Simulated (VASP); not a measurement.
Li7Si:

```
Li Si
1.0
    -2.88624    2.88624    2.88624
     2.88624   -2.88624    2.88624
     2.88624    2.88624   -2.88624
Li Si
7 1
Cartesian
  2.8862 0.0000 0.0000
  0.0000 0.0000 2.8862
  0.0000 2.8862 0.0000
  1.4431 1.4431 -1.4431
  1.4431 -1.4431 1.4431
  -1.4431 1.4431 1.4431
  1.4431 1.4431 1.4431
  0.0000 0.0000 0.0000
```

- Program: VASP 6.6.1
- Task: relaxation of cell and atoms
- Functional: PBE
- Potentials or basis: VASP PAW PBE potentials, release 64 (Li_sv, Si)
- Cutoff: 600 eV
- k mesh: 4 × 4 × 4
- Occupations: gaussian, width 0.1 eV
- Spin: no spin polarisation

At the start: pressure 12.5 GPa; volume 12.02 Å³/atom.

Problem. Where does the relaxation end?

Solution. Over 4 steps the energy falls by 134.5 meV/atom and the volume is 16.23 Å³/atom (+35.0 %); space group Im-3m (No. 229, to 0.05 Å).

The path:
```tsv
step	energy change (eV)	largest force (eV/Å)	pressure (GPa)	volume (Å³)
1	0.0000	0.0000	12.47	96.17
2	-0.7483	0.0000	5.72	109.79
3	-1.0651	0.0000	0.87	126.20
4	-1.0757	0.0000	0.06	129.87
```

Final structure:
```
Li Si
1.0
    -3.19021    3.19021    3.19021
     3.19021   -3.19021    3.19021
     3.19021    3.19021   -3.19021
Li Si
7 1
Direct
  0.00000 0.50000 0.50000
  0.50000 0.50000 0.00000
  0.50000 0.00000 0.50000
  0.00000 0.00000 0.50000
  0.00000 0.50000 0.00000
  0.50000 0.00000 0.00000
  0.50000 0.50000 0.50000
  0.00000 0.00000 0.00000
```

Caveat: the k points lie up to 0.35 Å⁻¹ apart in the final cell; the cutoff is under 1.25 times the usual one of these potentials, so pressure, stress and relaxed cells hold a basis-set (Pulay) error; the volume moved by over 15 % at a fixed basis, so the end points are rough.
